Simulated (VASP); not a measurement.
The system is Cu.

```
CELL_PARAMETERS angstrom
2.55248 0.00000 0.00000
-1.27624 2.21051 0.00000
0.00000 0.00000 4.16905
ATOMIC_POSITIONS crystal
Cu 0.33333 0.66667 0.75000
Cu 0.66667 0.33333 0.25000
```

This isn't the form of Cu at room conditions, which is fcc.

| Quantity | Value |
| --- | --- |
| Program | VASP 6.6.1 |
| Task | relaxation of cell and atoms |
| Functional | PBE |
| Potentials or basis | VASP PAW PBE potentials, release 64 (Cu) |
| Cutoff | 600 eV |
| k mesh | 8 × 8 × 6 |
| Occupations | gaussian, width 0.05 eV |
| Spin | no spin polarisation |

At the start: pressure 3.3 GPa; volume 11.76 Å³/atom.

Q: Where does the relaxation end?

A: Over 4 steps the energy falls by 3.2 meV/atom and the volume is 12.03 Å³/atom (+2.3 %); space group P6_3/mmc (No. 194, to 0.1 Å) before and after.

Step by step:
```csv
step,energy change (eV),largest force (eV/Å),pressure (GPa),volume (Å³)
1,0.0000,0.0000,3.26,23.52
2,-0.0049,0.0000,-1.56,24.35
3,-0.0061,0.0000,-0.15,24.09
4,-0.0064,0.0000,-0.12,24.07
```

Final structure:
```
Cu
1.0
     2.57983    0.00000    0.00000
    -1.28992    2.23420    0.00000
     0.00000    0.00000    4.17558
Cu
2
Cartesian
  0.0000 1.4895 3.1317
  1.2899 0.7447 1.0439
```
